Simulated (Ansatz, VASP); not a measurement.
# InAs in VASP and in Ansatz

Contents of INCAR:

```
ALGO = Normal
EDIFF = 1E-6
ENCUT = 520
GGA = PE
ISIF = 2
ISMEAR = -1
LASPH = T
LCHARG = F
LREAL = F
LWAVE = F
NBANDS = 16
NELM = 60
PREC = Accurate
SIGMA = 0.08
```

The input KPOINTS:

```
k-points
0
Gamma
  10 10 10
```

Contents of POSCAR:

```
InAs
1.0
    0.0000000000      3.0240000000      3.0240000000
    3.0240000000      0.0000000000      3.0240000000
    3.0240000000      3.0240000000      0.0000000000
In As
1 1
Direct
    0.0000000000      0.0000000000      0.0000000000
    0.7500000000      0.7500000000      0.7500000000
```

Input for Ansatz:

```yaml
crystal:
  lattice:
    - [0.0, 3.024, 3.024]
    - [3.024, 0.0, 3.024]
    - [3.024, 3.024, 0.0]
  atoms:
    - { symbol: In, position: [0.0, 0.0, 0.0] }
    - { symbol: As, position: [0.75, 0.75, 0.75] }
kpoints:
  mp_grid: { grid: [10, 10, 10] }
scf:
  occupations: { method: fermi_dirac, width: 0.08 }
hamiltonian:
  xc: pbe
  pseudopotentials:
    kind: all_electron
    lapw: { basis_error: 0.00025 }
    nuclear_model: point
output:
  forces: true
  stress: true
  eigenvalues: true
```

Alike in both runs: task single point; functional PBE; k mesh 10 × 10 × 10; occupations fermi-dirac, width 0.08 eV; no spin polarisation.

|  | VASP | Ansatz |
| --- | --- | --- |
| version | VASP 6.6.1 | Ansatz 0.2.0 |
| potentials or method | VASP PAW PBE potentials, release 64 (In_d, As), cutoff 520 eV | all-electron LAPW, scalar-relativistic |

|  | VASP | Ansatz | Ansatz less VASP |
| --- | --- | --- | --- |
| pressure (GPa) | 3.9 | 3.9 | -0.05 |

Ansatz ran all-electron here, and VASP with PAW potentials.
